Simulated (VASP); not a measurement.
Write the native input for VASP 6.6.1 that does the following.

```
Task                   : single point
Functional             : LDA
Potentials or basis    : VASP PAW LDA potentials, release 64 (Ag)
Cutoff                 : 520 eV
k mesh                 : 11 × 11 × 11
Occupations            : fermi-dirac, width 0.025 eV
Spin                   : collinear spin, ferromagnetic start
Starting moments       : [-0.36] μB
Dipole correction      : no
Further INCAR settings : ALGO = Fast; EDIFF = 1e-07; NBANDS = 16
```

The structure of Ag lies in POSCAR:

```
Ag
1.0
    0.0000000000      2.0010495236      2.0010495236
    2.0010495236      0.0000000000      2.0010495236
    2.0010495236      2.0010495236      0.0000000000
Ag
1
Direct
    0.0000000000      0.0000000000      0.0000000000
```

This cell differs from its parent crystal: volume scaled by 0.94.

These files were run (other wordings do the same):

INCAR

```
SYSTEM = Ag
  ALGO = Fast
  EDIFF = 1E-7
  ENCUT = 520
  GGA = CA
  ISIF = 2
  ISMEAR = -1
  ISPIN = 2
  LASPH = .TRUE.
  LCHARG = .FALSE.
  LMAXMIX = 4
  LORBIT = 11
  LREAL = .FALSE.
  LWAVE = .FALSE.
  MAGMOM = -0.36
  NBANDS = 16
  NELM = 150
  PREC = Accurate
  SIGMA = 0.025
```

KPOINTS

```
k-points
0
G
  11 11 11
  0 0 0
```

Potentials or basis: VASP PAW LDA potentials, release 64 (Ag).

The run is started by

```console
$ cat potpaw_LDA.64/Ag/POTCAR > POTCAR
$ mpirun -np 1 vasp_std > vasp.out
```

Results of the run:

* Pressure: -0.4 GPa
* Net moment: 0.00 μB per cell
* Valence electrons inside the program's atomic spheres: Ag 9.94

It took 12 s on 1 thread of Intel(R) Xeon(R) 6975P-C (Granite Rapids), with other jobs on the host, peak memory 0.14 GiB.
